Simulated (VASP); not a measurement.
# Ta5Ru in VASP: further runs

The runs below take Ta5Ru through single point, with PBE.

All numbers are computed with VASP 6.6.1; they aren't measurements. Logs are shortened: lines on timing, memory, paths and dates and some standing lists are left out, and cuts for length are marked.

### Step 1. The cell of the first run

It takes space group P4/mmm (No. 123, tetragonal). Conventional cell: a = 3.240 Å, b = 3.240 Å, c = 9.972 Å, α = 90.00°, β = 90.00°, γ = 90.00°. Ta (site symmetry 4mm) has 13 Ta at 2.85 to 3.39 Å and 1 Ru at 3.29 Å within 3.8 Å. Within 3.7 Å of Ta (site symmetry 4mm) lie 4 Ru at 2.78 Å and 10 Ta at 2.86 to 3.40 Å. Within 3.8 Å of Ta (site symmetry 4/mmm) lie 14 Ta at 2.85 to 3.40 Å. Ru (site symmetry 4/mmm) has 10 Ta at 2.78 to 3.29 Å and 4 Ru at 3.24 Å within 3.7 Å.

### Step 2. Single point, PBE

Input file INCAR:

```
  PREC = Accurate
  ENCUT = 520
  EDIFF = 1E-6
  ISMEAR = 0
  SIGMA = 0.2
  LREAL = False
  LASPH = True
  NELM = 80
  ALGO = Fast
  ISIF = 2
  LWAVE = False
  LCHARG = False
  GGA = PE
  NBANDS = 81
```

Input file KPOINTS:

```
Automatic mesh
0
Gamma
  6 4 2
```

Input file POSCAR:

```
Ta5Ru
1.0
    3.2396557000      0.0000000000      0.0000000000
    0.0000000000      6.4793114000      0.0000000000
    0.0000000000      0.0000000000      9.9719352000
Ta Ru
10 2
Direct
    0.0000000000      0.0000000000      0.1698730000
    0.0000000000      0.5000000000      0.1698730000
    0.5000000000      0.2500000000      0.3413100000
    0.5000000000      0.7500000000      0.3413100000
    0.5000000000      0.2500000000      0.6586900000
    0.5000000000      0.7500000000      0.6586900000
    0.0000000000      0.0000000000      0.8301270000
    0.0000000000      0.5000000000      0.8301270000
    0.5000000000      0.2500000000      0.0000000000
    0.5000000000      0.7500000000      0.0000000000
    0.0000000000      0.0000000000      0.5000000000
    0.0000000000      0.5000000000      0.5000000000
```

Potentials or basis: VASP PAW PBE potentials, release 64 (Ta_pv, Ru_pv).

The run is started by

```sh
cat potpaw_PBE.64/Ta_pv/POTCAR potpaw_PBE.64/Ru_pv/POTCAR > POTCAR
mpirun -np 1 vasp_std > vasp.out
```

OUTCAR:

```text
PREC = Accurate
   ENCUT = 520
   EDIFF = 1E-6
   ISMEAR = 0
   LREAL = False
   LASPH = True
   NELM = 80
   ISIF = 2
   GGA = PE

 ion  position               nearest neighbor table
   1  0.000  0.000  0.170-   9 2.85  10 2.85   9 2.85  10 2.85   3 2.86   4 2.86   3 2.86   4 2.86
                             2 3.24   2 3.24  11 3.29   7 3.39
   2  0.000  0.500  0.170-   9 2.85  10 2.85   9 2.85  10 2.85   3 2.86   4 2.86   3 2.86   4 2.86
                             1 3.24   1 3.24  12 3.29   8 3.39
   3  0.500  0.250  0.341-  11 2.78  12 2.78  11 2.78  12 2.78   1 2.86   2 2.86   1 2.86   2 2.86
                             5 3.16   4 3.24   4 3.24   9 3.40
   4  0.500  0.750  0.341-  11 2.78  12 2.78  11 2.78  12 2.78   1 2.86   2 2.86   1 2.86   2 2.86
                             6 3.16   3 3.24   3 3.24  10 3.40
   5  0.500  0.250  0.659-  11 2.78  12 2.78  11 2.78  12 2.78   7 2.86   8 2.86   7 2.86   8 2.86
                             3 3.16   6 3.24   6 3.24   9 3.40
   6  0.500  0.750  0.659-  11 2.78  12 2.78  11 2.78  12 2.78   7 2.86   8 2.86   7 2.86   8 2.86
                             4 3.16   5 3.24   5 3.24  10 3.40
   7  0.000  0.000  0.830-   9 2.85  10 2.85   9 2.85  10 2.85   5 2.86   6 2.86   5 2.86   6 2.86
                             8 3.24   8 3.24  11 3.29   1 3.39
   8  0.000  0.500  0.830-   9 2.85  10 2.85   9 2.85  10 2.85   5 2.86   6 2.86   5 2.86   6 2.86
                             7 3.24   7 3.24  12 3.29   2 3.39
   9  0.500  0.250  0.000-   1 2.85   2 2.85   7 2.85   8 2.85   1 2.85   2 2.85   7 2.85   8 2.85
                            10 3.24  10 3.24   3 3.40   5 3.40
  10  0.500  0.750  0.000-   1 2.85   2 2.85   7 2.85   8 2.85   1 2.85   2 2.85   7 2.85   8 2.85
                             9 3.24   9 3.24   4 3.40   6 3.40
  11  0.000  0.000  0.500-   3 2.78   4 2.78   5 2.78   6 2.78   3 2.78   4 2.78   5 2.78   6 2.78
                            12 3.24  12 3.24   1 3.29   7 3.29
  12  0.000  0.500  0.500-   3 2.78   4 2.78   5 2.78   6 2.78   3 2.78   4 2.78   5 2.78   6 2.78
                            11 3.24  11 3.24   2 3.29   8 3.29

  LATTYP: Found a simple orthorhombic cell.
 ALAT       =     3.2396557000
 B/A-ratio  =     2.0000000000
 C/A-ratio  =     3.0780848718

  Lattice vectors:

 A1 = (   3.2396557000,   0.0000000000,   0.0000000000)
 A2 = (   0.0000000000,   6.4793114000,   0.0000000000)
 A3 = (   0.0000000000,   0.0000000000,   9.9719352000)

Analysis of symmetry for initial positions (statically):
=====================================================================
 Subroutine PRICEL returns following result:

  LATTYP: Found a simple tetragonal cell.
 ALAT       =     3.2396557000
 C/A-ratio  =     3.0780848718

  Lattice vectors:

 A1 = (   3.2396557000,   0.0000000000,   0.0000000000)
 A2 = (   0.0000000000,   3.2396557000,   0.0000000000)
 A3 = (   0.0000000000,   0.0000000000,   9.9719352000)

   2 primitive cells build up your supercell.

 Routine SETGRP: Setting up the symmetry group for a
 simple orthorhombic supercell.

 Subroutine GETGRP returns: Found  8 space group operations
 (whereof  8 operations were pure point group operations)
 out of a pool of  8 trial point group operations.

The static configuration has the point symmetry D_2h.

Analysis of symmetry for dynamics (positions and initial velocities):
=====================================================================
 Subroutine PRICEL returns following result:

  LATTYP: Found a simple tetragonal cell.
 ALAT       =     3.2396557000
 C/A-ratio  =     3.0780848718

  Lattice vectors:

 A1 = (   3.2396557000,   0.0000000000,   0.0000000000)
 A2 = (   0.0000000000,   3.2396557000,   0.0000000000)
 A3 = (   0.0000000000,   0.0000000000,   9.9719352000)

   2 primitive cells build up your supercell.

 Routine SETGRP: Setting up the symmetry group for a
 simple orthorhombic supercell.

 Subroutine GETGRP returns: Found  8 space group operations
 (whereof  8 operations were pure point group operations)
 out of a pool of  8 trial point group operations.

The dynamic configuration has the point symmetry D_2h.

 Subroutine INISYM returns: Found  8 space group operations
 (whereof  8 operations are pure point group operations),
[... 34 lines left out ...]

 KPOINTS: Automatic mesh

Automatic generation of k-mesh.
 Grid dimensions read from file:
 generate k-points for:    6    4    2

 Generating k-lattice:

  Cartesian coordinates                     Fractional coordinates (reciprocal lattice)
     0.051445796  0.000000000  0.000000000     0.166666667  0.000000000  0.000000000
     0.000000000  0.038584347  0.000000000     0.000000000  0.250000000  0.000000000
     0.000000000  0.000000000  0.050140719     0.000000000  0.000000000  0.500000000

  Length of vectors
     0.051445796  0.038584347  0.050140719

  Shift w.r.t. Gamma in fractional coordinates (k-lattice)
     0.000000000  0.000000000  0.000000000

 Subroutine IBZKPT returns following result:
 ===========================================

 Found     24 irreducible k-points:

 Following reciprocal coordinates:
            Coordinates               Weight
  0.000000  0.000000  0.000000      1.000000
  0.166667  0.000000  0.000000      2.000000
  0.333333  0.000000  0.000000      2.000000
  0.500000  0.000000  0.000000      1.000000
  0.000000  0.250000  0.000000      2.000000
  0.166667  0.250000  0.000000      4.000000
[... 16 lines left out ...]
  0.333333  0.500000  0.500000      2.000000
  0.500000  0.500000  0.500000      1.000000
   k-points           NKPTS =     24   k-points in BZ     NKDIM =     24   number of bands    NBANDS=     81
   number of dos      NEDOS =    301   number of ions     NIONS =     12
   total plane-waves  NPLWV =  92160
   dimension x,y,z NGX =    24 NGY =   48 NGZ =   80
   dimension x,y,z NGXF=    48 NGYF=   96 NGZF=  160
   ions per type =              10   2
   NGX,Y,Z   is equivalent  to a cutoff of  12.32, 12.32, 13.34 a.u.
   NGXF,Y,Z  is equivalent  to a cutoff of  24.63, 24.63, 26.67 a.u.
 SYSTEM =  unknown system
   PREC   = accura    normal or accurate (medium, high low for compatibility)
   ISTART =      0    job   : 0-new  1-cont  2-samecut
   ICHARG =      2    charge: 1-file 2-atom 10-const
   ISPIN  =      1    spin polarized calculation?
   LNONCOLLINEAR =      F non collinear calculations
   LSORBIT =      F    spin-orbit coupling
   LASPH  =      T    aspherical Exc in radial PAW
   ENCUT  =  520.0 eV  38.22 Ry    6.18 a.u.   6.02 12.05 18.54*2*pi/ulx,y,z
   NELM   =     80;   NELMIN=  2; NELMDL= -5     # of ELM steps
   EDIFF  = 0.1E-05   stopping-criterion for ELM
   LREAL  =      F    real-space projection
   EDIFFG = 0.1E-04   stopping-criterion for IOM
   NSW    =      0    number of steps for IOM
   IBRION =     -1    ionic relax: 0-MD 1-quasi-New 2-CG
   NFREE  =      0    steps in history (QN), initial steepest desc. (CG)
   ISIF   =      2    stress and relaxation
   ISYM   =      2    0-nonsym 1-usesym 2-fastsym
   POTIM  = 0.5000    time-step for ionic-motion
   TEBEG  =    0.0;   TEEND  =   0.0 temperature during run
   PSTRESS=    0.0 pullay stress
   NELECT =     138.0000    total number of electrons
   NUPDOWN=      -1.0000    fix difference up-down
   EMIN   =  10.00;   EMAX   =-10.00  energy-range for DOS
   EFERMI =   0.00;   METHOD = LEGACY
   ISMEAR =     0;   SIGMA  =   0.20  broadening in eV -4-tet -1-fermi 0-gaus
   EFERMI_NEDOS =   21; number of points for ismear=-14 and -15
   IALGO  =     68    algorithm
   IMIX   =      4    mixing-type and parameters
     AMIX     =   0.40;   BMIX     =  1.00
     AMIX_MAG =   1.60;   BMIX_MAG =  1.00
  volume/ion in A,a.u.               =      17.44       117.71
  Fermi-wavevector in a.u.,A,eV,Ry     =   1.424838  2.692553 27.622047  2.030163
  Thomas-Fermi vector in A             =   2.545286
   LORBIT       =      0    0 simple, 1 ext, 2 COOP (PROOUT), +10 PAW based schemes
   GGA     = PE    functional components
   LHFCALC =     F    Hartree Fock is set to
   AEXX    =    0.0000 exact exchange contribution
   IVDW    =     0    specifies the selected vdW correction
   LEPSILON=     F    determine dielectric tensor
   LRPA    =     F    only Hartree local field effects (RPA)
 non-spin polarized calculation
 RMM-DIIS sequential band-by-band and
 Gauss-broadening in eV      SIGMA  =   0.20
  energy-cutoff  :      520.00
  volume of cell :      209.32
 maximum number of plane-waves:      5688
   NGX = 13   NGY = 25   NGZ = 37

 number of electron     138.0000021 magnetization

 Free energy of the ion-electron system (eV)
  ---------------------------------------------------
  ext. energy  EPLUGINS =         0.00000000
  ---------------------------------------------------
  free energy    TOTEN  =      -138.89071985 eV

  energy without entropy =     -138.70764256  energy(sigma->0) =     -138.79918121

 E-fermi :   6.5554     XC(G=0): -12.7682

 val. band max:        6.5525256902   @ k =   0.1667   0.2500   0.0000
 cond. band min:       6.5807670591   @ k =   0.1667   0.0000   0.0000
 fundamental gap:      0.0282413689
 Fermi energy:         6.5553522990

 k-point     1 :       0.0000    0.0000    0.0000
  band No.  band energies     occupation
      1     -36.3385      2.00000
      2     -36.2619      2.00000
      3     -36.2593      2.00000
      4     -36.2544      2.00000
      5     -36.2530      2.00000
      6     -36.2432      2.00000
[... 2005 lines left out ...]
     80       9.1096      0.00000
     81       9.6224      0.00000

------------------------ aborting loop because EDIFF is reached ----------------------------------------

  FORCE on cell =-STRESS in cart. coord.  units (eV):
  Direction    XX          YY          ZZ          XY          YZ          ZX
  --------------------------------------------------------------------------------------
  -------------------------------------------------------------------------------------
  Total        0.6353128      0.1903246      0.3222684      0.0000000      0.0000000      0.0000000
  in kB        4.8628514      1.4567950      2.4667272      0.0000000      0.0000000      0.0000000
  external PRESSURE =       2.9287912 kB  Pullay stress =       0.0000000 kB

 VOLUME and BASIS-vectors are now :
 -----------------------------------------------------------------------------
  energy-cutoff  :      520.00
  volume of cell :      209.32
      direct lattice vectors                 reciprocal lattice vectors
     3.239655700  0.000000000  0.000000000     0.308674777  0.000000000  0.000000000
     0.000000000  6.479311400  0.000000000     0.000000000  0.154337388  0.000000000
     0.000000000  0.000000000  9.971935200     0.000000000  0.000000000  0.100281438

 POSITION                                       TOTAL-FORCE (eV/Angst)
 -----------------------------------------------------------------------------------
      0.00000      0.00000      1.69396        -0.000000     -0.000000      0.009557
      0.00000      3.23966      1.69396         0.000000     -0.000000      0.009557
      1.61983      1.61983      3.40352         0.000000     -0.000000     -0.030214
      1.61983      4.85948      3.40352        -0.000000     -0.000000     -0.030214
      1.61983      1.61983      6.56841        -0.000000      0.000000      0.030214
      1.61983      4.85948      6.56841        -0.000000     -0.000000      0.030214
      0.00000      0.00000      8.27797         0.000000     -0.000000     -0.009557
      0.00000      3.23966      8.27797         0.000000     -0.000000     -0.009557
      1.61983      1.61983      0.00000        -0.000000      0.000000      0.000000
      1.61983      4.85948      0.00000        -0.000000      0.000000      0.000000
      0.00000      0.00000      4.98597        -0.000000     -0.000000      0.000000
      0.00000      3.23966      4.98597        -0.000000     -0.000000      0.000000
 -----------------------------------------------------------------------------------
    total drift:                                0.000000     -0.000000     -0.000000

  FREE ENERGIE OF THE ION-ELECTRON SYSTEM (eV)
  ---------------------------------------------------
  free  energy   TOTEN  =      -138.8907198500 eV

  energy  without entropy=     -138.7076425631  energy(sigma->0) =     -138.79918121
```

Wall time 9.4 min (1 thread of AMD EPYC 9R45 (Zen 5), shared host); peak memory 0.44 GiB.

What came out:

| Item | Value |
| --- | --- |
| Free energy | -138.8907 eV |
| Pressure | 0.3 GPa |
| Largest force | 0.030 eV/Å |
| Band gap on the k mesh | zero (bands 69 and 70 overlap by 1.84 eV) |

Forces in eV/Å, atoms in the order of the input:
```
Ta   0.000  0.000  0.010
Ta   0.000  0.000  0.010
Ta   0.000  0.000 -0.030
Ta   0.000  0.000 -0.030
Ta   0.000  0.000  0.030
Ta   0.000  0.000  0.030
Ta   0.000  0.000 -0.010
Ta   0.000  0.000 -0.010
Ta   0.000  0.000  0.000
Ta   0.000  0.000  0.000
Ru   0.000  0.000  0.000
Ru   0.000  0.000  0.000
```

Caveat: spin-orbit coupling is left out, which moves the levels of the heavy elements.

### Step 3. Single point, PBE

Input file INCAR:

```
SYSTEM = Ta5Ru
PREC = Accurate ; ENCUT = 520
EDIFF = 1E-7 ; ISMEAR = 0
SIGMA = 0.2 ; LREAL = .False.
LASPH = .True. ; NELM = 60
ALGO = Fast ; ISIF = 2
LWAVE = .False. ; LCHARG = .True.
GGA = PE ; LELF = .True.
LVHAR = .True. ; NBANDS = 81
```

Input file KPOINTS:

```
regular mesh
0
Gamma
  6 4 2
  0 0 0
```

Input file POSCAR:

```
Ta5Ru
1.0
    3.2456020806      0.0000895557     -0.0012555099
    0.0002304456      6.4759985401     -0.0001715583
   -0.0036795773     -0.0002281952      9.9708057048
Ta Ru
10 2
Direct
   -0.0000142365      0.0001768242      0.1698370460
   -0.0000312127      0.4999452087      0.1697765117
    0.5000813718      0.2500415877      0.3411113300
    0.5001996434      0.7500508896      0.3410509956
    0.5000654148      0.2499854255      0.6588986888
    0.4998893611      0.7499602845      0.6589011478
   -0.0000782254     -0.0000835072      0.8301897483
   -0.0000609135      0.5000181619      0.8302180075
    0.4997150728      0.2499310341     -0.0000022597
    0.4998315690      0.7499768960      0.0000302486
   -0.0000296533     -0.0000118811      0.5000169195
    0.0004318085      0.5000090761      0.4999716159
```

Potentials or basis: VASP PAW PBE potentials, release 64 (Ta_pv, Ru_pv).

The run is started by

```sh
cat potpaw_PBE.64/Ta_pv/POTCAR potpaw_PBE.64/Ru_pv/POTCAR > POTCAR
mpirun -np 1 vasp_std > vasp.out
```

It took 10 min on 1 thread of AMD EPYC 9R45 (Zen 5), shared host; peak memory 0.48 GiB.

Results (log left out):

```
Free energy            : -138.8914 eV
Pressure               : 0.0 GPa
Largest force          : 0.017 eV/Å
Band gap on the k mesh : zero (bands 69 and 70 overlap by 1.85 eV)
```

Forces on the atoms (eV/Å):
```
Ta  -0.003 -0.016  0.006
Ta  -0.001  0.008  0.012
Ta   0.001  0.001  0.006
Ta  -0.002 -0.001  0.008
Ta  -0.003  0.000 -0.003
Ta   0.003  0.001 -0.007
Ta  -0.001  0.004 -0.009
Ta  -0.001 -0.006 -0.011
Ta   0.008  0.005 -0.002
Ta   0.003  0.003  0.000
Ru   0.002  0.000 -0.002
Ru  -0.008  0.001  0.003
```

Stress tensor (GPa, compression positive):
```
 0.02 -0.01  0.07
-0.01 -0.01  0.00
 0.07  0.00  0.03
```

Levels at points of the mesh, in eV from the Fermi level:
```
           k point  band 68  band 69  band 70  band 71  band 72  band 73
(0.00, 0.00, 0.00)     0.36     0.48     0.55     0.58     0.59     0.69
(0.50, 0.00, 0.00)    -0.07    -0.03     0.29     0.39     0.50     0.66
(0.00, 0.50, 0.00)    -0.03     0.37     0.37     0.55     0.55     0.74
(0.50, 0.50, 0.00)    -0.83    -0.69    -0.69    -0.55    -0.55     0.53
(0.00, 0.00, 0.50)     0.34     0.41     0.89     0.91     1.09     1.12
(0.50, 0.00, 0.50)     0.28     0.32     0.39     0.55     0.55     0.84
(0.00, 0.50, 0.50)    -0.32     0.93     0.93     1.12     1.12     1.15
(0.50, 0.50, 0.50)    -0.58    -0.21    -0.21    -0.10    -0.10     0.41
```

Caveat: spin-orbit coupling is left out, which moves the levels of the heavy elements.

The gap in the log of VASP goes by the Fermi energy; the results here count the filled bands.